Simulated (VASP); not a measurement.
# TePb (rocksalt type) (Fm-3m) in VASP: single point with PBE

Aim: the single point of TePb (rocksalt type) with PBE.

All numbers are computed with VASP 6.6.1; they aren't measurements. Logs are shortened: lines on timing, memory, paths and dates and some standing lists are left out, and cuts for length are marked.

### Step 1. The cell of the first run

The structure is cubic, space group Fm-3m (No. 225). Conventional cell: a = 6.567 Å, b = 6.567 Å, c = 6.567 Å, α = 90.00°, β = 90.00°, γ = 90.00°. Within 4.3 Å of Pb (site symmetry m-3m) lie 6 Te at 3.28 Å. Within 4.3 Å of Te (site symmetry m-3m) lie 6 Pb at 3.28 Å.

### Step 2. Single point, PBE

The input, INCAR:

```
ALGO = Normal ; EDIFF = 1E-6
ENCUT = 520 ; GGA = PE
ISIF = 2 ; ISMEAR = -1
LASPH = T ; LCHARG = F
LREAL = F ; LWAVE = F
NBANDS = 28 ; NELM = 100
PREC = Accurate ; SIGMA = 0.02
```

The input, KPOINTS:

```
k-points
0
Gamma
  6 6 4
```

The input, POSCAR:

```
TePb
1.0
    3.2835709917      3.2835709917      0.0000000000
   -3.2835709917      3.2835709917      0.0000000000
    0.0000000000      0.0000000000      6.5671419834
Pb Te
2 2
Direct
    0.0000000000      0.0000000000      0.0000000000
    0.5000000000      0.5000000000      0.5000000000
    0.5000000000      0.5000000000      0.0000000000
    0.0000000000      0.0000000000      0.5000000000
```

Potentials or basis: VASP PAW PBE potentials, release 64 (Pb_d, Te).

Started as:

```bash
cat potpaw_PBE.64/Pb_d/POTCAR potpaw_PBE.64/Te/POTCAR > POTCAR
mpirun -np 1 vasp_std > vasp.out
```

OUTCAR:

```text
EDIFF = 1E-6
   ENCUT = 520
   GGA = PE
   ISIF = 2
   ISMEAR = -1
   LASPH = T
   LREAL = F
   NELM = 100
   PREC = Accurate

 ion  position               nearest neighbor table
   1  0.000  0.000  0.000-   3 3.28   4 3.28   4 3.28   3 3.28   3 3.28   3 3.28
   2  0.500  0.500  0.500-   3 3.28   4 3.28   3 3.28   4 3.28   4 3.28   4 3.28
   3  0.500  0.500  0.000-   1 3.28   2 3.28   2 3.28   1 3.28   1 3.28   1 3.28
   4  0.000  0.000  0.500-   1 3.28   2 3.28   1 3.28   2 3.28   2 3.28   2 3.28

  LATTYP: Found a simple tetragonal cell.
 ALAT       =     4.6436706295
 C/A-ratio  =     1.4142135624

  Lattice vectors:

 A1 = (   3.2835709917,   3.2835709917,   0.0000000000)
 A2 = (  -3.2835709917,   3.2835709917,   0.0000000000)
 A3 = (   0.0000000000,   0.0000000000,   6.5671419834)

Analysis of symmetry for initial positions (statically):
=====================================================================
 Subroutine PRICEL returns following result:

  LATTYP: Found a face centered cubic cell.
 ALAT       =     6.5671419834

  Lattice vectors:

 A1 = (   0.0000000000,  -3.2835709917,  -3.2835709917)
 A2 = (   3.2835709917,   0.0000000000,  -3.2835709917)
 A3 = (   3.2835709917,  -3.2835709917,   0.0000000000)

   2 primitive cells build up your supercell.

 Routine SETGRP: Setting up the symmetry group for a
 simple tetragonal supercell.

 Subroutine GETGRP returns: Found 16 space group operations
 (whereof 16 operations were pure point group operations)
 out of a pool of 16 trial point group operations.

The static configuration has the point symmetry D_4h.

Analysis of symmetry for dynamics (positions and initial velocities):
=====================================================================
 Subroutine PRICEL returns following result:

  LATTYP: Found a face centered cubic cell.
 ALAT       =     6.5671419834

  Lattice vectors:

 A1 = (   0.0000000000,  -3.2835709917,  -3.2835709917)
 A2 = (   3.2835709917,   0.0000000000,  -3.2835709917)
 A3 = (   3.2835709917,  -3.2835709917,   0.0000000000)

   2 primitive cells build up your supercell.

 Routine SETGRP: Setting up the symmetry group for a
 simple tetragonal supercell.
[... 97 lines left out ...]
   ISTART =      0    job   : 0-new  1-cont  2-samecut
   ICHARG =      2    charge: 1-file 2-atom 10-const
   ISPIN  =      1    spin polarized calculation?
   LNONCOLLINEAR =      F non collinear calculations
   LSORBIT =      F    spin-orbit coupling
   LASPH  =      T    aspherical Exc in radial PAW
   ENCUT  =  520.0 eV  38.22 Ry    6.18 a.u.   8.63  8.63 12.21*2*pi/ulx,y,z
   NELM   =    100;   NELMIN=  2; NELMDL= -5     # of ELM steps
   EDIFF  = 0.1E-05   stopping-criterion for ELM
   LREAL  =      F    real-space projection
   EDIFFG = 0.1E-04   stopping-criterion for IOM
   NSW    =      0    number of steps for IOM
   IBRION =     -1    ionic relax: 0-MD 1-quasi-New 2-CG
   NFREE  =      0    steps in history (QN), initial steepest desc. (CG)
   ISIF   =      2    stress and relaxation
   ISYM   =      2    0-nonsym 1-usesym 2-fastsym
   POTIM  = 0.5000    time-step for ionic-motion
   TEBEG  =    0.0;   TEEND  =   0.0 temperature during run
   PSTRESS=    0.0 pullay stress
   NELECT =      40.0000    total number of electrons
   NUPDOWN=      -1.0000    fix difference up-down
   EMIN   =  10.00;   EMAX   =-10.00  energy-range for DOS
   EFERMI =   0.00;   METHOD = LEGACY
   ISMEAR =    -1;   SIGMA  =   0.02  broadening in eV -4-tet -1-fermi 0-gaus
   EFERMI_NEDOS =   21; number of points for ismear=-14 and -15
   IALGO  =     38    algorithm
   IMIX   =      4    mixing-type and parameters
     AMIX     =   0.40;   BMIX     =  1.00
     AMIX_MAG =   1.60;   BMIX_MAG =  1.00
  volume/ion in A,a.u.               =      35.40       238.91
  Fermi-wavevector in a.u.,A,eV,Ry     =   1.074142  2.029834 15.698148  1.153781
  Thomas-Fermi vector in A             =   2.209962
   LORBIT       =      0    0 simple, 1 ext, 2 COOP (PROOUT), +10 PAW based schemes
   GGA     = PE    functional components
   LHFCALC =     F    Hartree Fock is set to
   AEXX    =    0.0000 exact exchange contribution
   IVDW    =     0    specifies the selected vdW correction
   LEPSILON=     F    determine dielectric tensor
   LRPA    =     F    only Hartree local field effects (RPA)
 non-spin polarized calculation
  energy-cutoff  :      520.00
  volume of cell :      141.61
 maximum number of plane-waves:      3848
 NGX is ok and might be reduce to    36
   NGX = 17   NGY = 17   NGZ = 25

 number of electron      39.9999993 magnetization

 Free energy of the ion-electron system (eV)
  ---------------------------------------------------
  ext. energy  EPLUGINS =         0.00000000
  ---------------------------------------------------
  free energy    TOTEN  =       -15.04153825 eV

  energy without entropy =      -15.04153825  energy(sigma->0) =      -15.04153825

 E-fermi :   5.4225     XC(G=0):  -9.0843

 val. band max:        5.0067476797   @ k =   0.5000   0.0000   0.5000
 cond. band min:       5.8369765783   @ k =   0.5000   0.0000   0.5000
 fundamental gap:      0.8302288986
 Fermi energy:         5.4225251252

 k-point     1 :       0.0000    0.0000    0.0000
  band No.  band energies     occupation
      1     -11.6867      2.00000
      2     -11.6400      2.00000
      3     -11.6393      2.00000
      4     -11.6379      2.00000
      5     -11.6332      2.00000
      6     -11.6332      2.00000
[... 733 lines left out ...]
     27      13.3491      0.00000
     28      13.3491      0.00000

 [... further k-points ...]

------------------------ aborting loop because EDIFF is reached ----------------------------------------

  FORCE on cell =-STRESS in cart. coord.  units (eV):
  Direction    XX          YY          ZZ          XY          YZ          ZX
  --------------------------------------------------------------------------------------
  -------------------------------------------------------------------------------------
  Total       -0.0849084     -0.0849084      0.1708554      0.0000000     -0.0000000     -0.0000000
  in kB       -0.9606428     -0.9606428      1.9330369      0.0000000     -0.0000000     -0.0000000
  external PRESSURE =       0.0039171 kB  Pullay stress =       0.0000000 kB

 VOLUME and BASIS-vectors are now :
 -----------------------------------------------------------------------------
  energy-cutoff  :      520.00
  volume of cell :      141.61
      direct lattice vectors                 reciprocal lattice vectors
     3.283570992  3.283570992  0.000000000     0.152273242  0.152273242  0.000000000
    -3.283570992  3.283570992  0.000000000    -0.152273242  0.152273242  0.000000000
     0.000000000  0.000000000  6.567141983     0.000000000  0.000000000  0.152273242

 POSITION                                       TOTAL-FORCE (eV/Angst)
 -----------------------------------------------------------------------------------
      0.00000      0.00000      0.00000        -0.000000      0.000000     -0.000000
      0.00000      3.28357      3.28357         0.000000     -0.000000      0.000000
      0.00000      3.28357      0.00000        -0.000000     -0.000000     -0.000000
      0.00000      0.00000      3.28357        -0.000000     -0.000000     -0.000000
 -----------------------------------------------------------------------------------
    total drift:                               -0.000000      0.000000      0.000000

  FREE ENERGIE OF THE ION-ELECTRON SYSTEM (eV)
  ---------------------------------------------------
  free  energy   TOTEN  =       -15.0415382489 eV

  energy  without entropy=      -15.0415382489  energy(sigma->0) =      -15.04153825
```

stdout:

```text
POSCAR found type information on POSCAR PbTe
 POSCAR found :  2 types and       4 ions
 scaLAPACK will be used
 LDA part: xc-table for (Slater+PW92), standard interpolation
 POSCAR, INCAR and KPOINTS ok, starting setup
 FFT: planning ... GRIDC
 FFT: planning ... GRID_SOFT
 FFT: planning ... GRID
 WAVECAR not read
 entering main loop
```

Wall time 69 s (1 thread of Intel Xeon Platinum 8488C (Sapphire Rapids), shared host); peak memory 0.3 GiB.

Results:

```
Free energy            : -15.0415 eV
Pressure               : 0.0 GPa
Band gap on the k mesh : 0.83 eV
```

Caveat: spin-orbit coupling is left out, which moves the levels of the heavy elements. A k mesh can miss the band edges.
